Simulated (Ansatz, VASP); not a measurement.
**Two plane-wave programs on SrTiO3**

```
CELL_PARAMETERS angstrom
3.93641 0.00000 0.00000
0.00000 3.93641 0.00000
0.00000 0.00000 3.93641
ATOMIC_POSITIONS crystal
Sr 0.01541 0.00000 0.00000
Ti 0.50150 0.50000 0.50000
O 0.97053 0.50000 0.50000
O 0.47030 0.00000 0.50000
O 0.47030 0.50000 0.00000
```

Change from the starting cell: mode 1 frozen in at -0.096 Å and mode 7 at +0.058 Å (largest displacements).

Alike in both runs: task single point; functional PBE; k mesh 8 × 8 × 8; occupations gaussian, width 0.05 eV; no spin polarisation.

|  | VASP | Ansatz |
| --- | --- | --- |
| version | VASP 6.6.1 | Ansatz 0.2.0 |
| potentials or method | VASP PAW PBE potentials, release 64 (Sr_sv, Ti_sv, O), cutoff 520 eV | scalar-relativistic, plane waves, PAW |
| valence electrons in the cell | 40 | 40 |

|  | VASP | Ansatz | Ansatz less VASP |
| --- | --- | --- | --- |
| gap on the k mesh at the Fermi level (eV) | 1.89 | 1.93 | +0.035 |
| least direct gap on the mesh (eV) | 2.39 | 2.41 | +0.019 |
| pressure (GPa) | 2.0 | 1.3 | -0.62 |
| traceless stress, the component that is largest in VASP (GPa) | 1.90 | 1.85 | -0.051 |
| rms of the force components (eV/Å) | 0.089 | 0.078 | -0.0107 |

Atom by atom the forces differ by 0.020 eV/Å (rms over components). With one functional, cell and mesh, what is left measures potentials, basis and numerics.
